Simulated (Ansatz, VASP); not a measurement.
## MoS2: VASP beside Ansatz

Contents of INCAR:

```
PREC = Accurate
ENCUT = 520
EDIFF = 1E-6
ISMEAR = 0
SIGMA = 0.02
LREAL = F
LASPH = T
NELM = 60
ALGO = Normal
ISIF = 2
LWAVE = F
LCHARG = T
LELF = T
LVHAR = T
NBANDS = 20
```

File KPOINTS:

```
regular mesh
0
Gamma
  15 15 3
```

The input POSCAR:

```
MoS2
1.0
    3.1841260822      0.0000000000      0.0000000000
   -1.5920630411      2.7575340760      0.0000000000
    0.0000000000      0.0000000000     17.3345999500
Mo S
1 2
Direct
    0.0000000000      0.0000000000      0.0057688092
    0.3333333333      0.6666666667      0.9105070200
    0.3333333333      0.6666666667      0.0894929800
```

Input for Ansatz:

```yaml
crystal:
  lattice:
    - [3.1841260822, 0.0, 0.0]
    - [-1.5920630411, 2.757534076, 0.0]
    - [0.0, 0.0, 17.33459995]
  atoms:
    - { symbol: Mo, position: [0.0, 0.0, 0.0057688092] }
    - { symbol: S, position: [0.3333333333, 0.6666666667, 0.91050702] }
    - { symbol: S, position: [0.3333333333, 0.6666666667, 0.08949298] }
hamiltonian:
  xc: lda
kpoints:
  mp_grid: { grid: [15, 15, 3] }
scf:
  occupations: { method: gaussian, width: 0.02 }
  convergence: { dr2_threshold: 1.0e-09 }
basis:
  ecutwfc: 600
output:
  forces: true
  stress: true
```

Alike in both runs: task single point; functional LDA; k mesh 15 × 15 × 3; occupations gaussian, width 0.02 eV; no spin polarisation.

```csv
,VASP,Ansatz
version,VASP 6.6.1,Ansatz 0.2.0
potentials or method,"VASP PAW LDA potentials, release 64 (Mo_sv, S), cutoff 520 eV","scalar-relativistic, plane waves, PAW"
valence electrons in the cell,26,26
```

Ansatz gave:

| Property | Result |
| --- | --- |
| rms of the force components (eV/Å) | 1.201 |

Which values does VASP return?

rms of the force components (eV/Å): 1.203.

LDA's correlation is that of Perdew and Zunger in VASP and of Perdew and Wang (1992) in Ansatz. Atom by atom the forces differ by 0.008 eV/Å (rms over components). Ansatz's warnings: stress scf threshold loose.
